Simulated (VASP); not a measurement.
Wanted: the native input for a VASP 6.6.1 run.

```yaml
Task: single point
Functional: PBEsol
Potentials_or_basis: VASP PAW PBE potentials, release 64 (B, N)
Cutoff: 600 eV
k_mesh: 10 × 10 × 10
Occupations: gaussian, width 0.02 eV
Spin: no spin polarisation
Dipole_correction: no
Further_INCAR_settings: ALGO = Normal; EDIFF = 1e-06; NBANDS = 11
```

The structure of BN lies in POSCAR:

```
BN
1.0
    0.0000000000      1.8025484886      1.8025484886
    1.8025484886      0.0000000000      1.8025484886
    1.8025484886      1.8025484886      0.0000000000
B N
1 1
Direct
    0.0000000000      0.0000000000      0.0000000000
    0.2500000000      0.2500000000      0.2500000000
```

The input as run:

INCAR

```
SYSTEM = BN
PREC = Accurate
ENCUT = 600
EDIFF = 1E-6
ISMEAR = 0
SIGMA = 0.02
LREAL = .FALSE.
LASPH = .TRUE.
NELM = 120
ALGO = Normal
ISIF = 2
LWAVE = .FALSE.
LCHARG = .FALSE.
GGA = PS
NBANDS = 11
GGA_COMPAT = .FALSE.
```

KPOINTS

```
regular mesh
0
G
  10 10 10
  0 0 0
```

Potentials or basis: VASP PAW PBE potentials, release 64 (B, N).

The run is started by

```bash
$ cat potpaw_PBE.64/B/POTCAR potpaw_PBE.64/N/POTCAR > POTCAR
$ mpirun -np 1 vasp_std > vasp.out
```

It gave:

| Quantity | Value |
| --- | --- |
| Pressure | 0.5 GPa |
| Band gap on the k mesh | 4.29 eV (least direct gap 8.80 eV) |

Caveat: the PAW data sets were made with another functional, which shifts forces and pressure a little.

Wall time 3 s on 1 thread of Intel(R) Xeon(R) 6975P-C (Granite Rapids), on a shared host, peak memory 0.12 GiB.
